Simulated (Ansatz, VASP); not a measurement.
# W3N: VASP beside Ansatz

File INCAR:

```
PREC = Accurate ; ENCUT = 600
EDIFF = 1E-6 ; ISMEAR = 0
SIGMA = 0.1 ; LREAL = False
LASPH = True ; NELM = 120
ALGO = Normal ; ISIF = 2
LWAVE = False ; LCHARG = False
GGA = PE ; NBANDS = 32
GGA_COMPAT = False
```

KPOINTS

```
regular mesh
0
Gamma
  6 6 6
```

The input POSCAR:

```
W3N
1.0
    3.7761535285      0.0000000000      0.0000000000
    0.0000000000      3.7761535285      0.0000000000
    0.0000000000      0.0000000000      3.7761535285
W N
3 1
Direct
    0.0000000000      0.5000000000      0.5000000000
    0.5000000000      0.0000000000      0.5000000000
    0.5000000000      0.5000000000      0.0000000000
    0.0000000000      0.0000000000      0.0000000000
```

Input for Ansatz:

```yaml
crystal:
  lattice:
    - [3.7761535285, 0.0, 0.0]
    - [0.0, 3.7761535285, 0.0]
    - [0.0, 0.0, 3.7761535285]
  atoms:
    - { symbol: W, position: [0.0, 0.5, 0.5] }
    - { symbol: W, position: [0.5, 0.0, 0.5] }
    - { symbol: W, position: [0.5, 0.5, 0.0] }
    - { symbol: "N", position: [0.0, 0.0, 0.0] }
basis:
  ecutwfc: 420
kpoints:
  mp_grid: { grid: [6, 6, 6] }
hamiltonian:
  xc: pbe
scf:
  occupations: { method: gaussian, width: 0.1 }
  lower_state_search: "off"
output:
  forces: true
  stress: true
  eigenvalues: true
```

Alike in both runs: task single point; functional PBE; k mesh 6 × 6 × 6; occupations gaussian, width 0.1 eV; no spin polarisation.

|  | VASP | Ansatz |
| --- | --- | --- |
| version | VASP 6.6.1 | Ansatz 0.2.0 |
| potentials or method | VASP PAW PBE potentials, release 64 (W_sv, N), cutoff 600 eV | scalar-relativistic, plane waves, PAW |
| valence electrons in the cell | 47 | 47 |

```tsv
	VASP	Ansatz	Ansatz less VASP
gap on the k mesh at the Fermi level (eV)	none	none	-
pressure (GPa)	21.2	20.2	-0.95
```

A gap of «none» marks a metal or a gap that the smearing closes.

Spin-orbit coupling is off throughout.
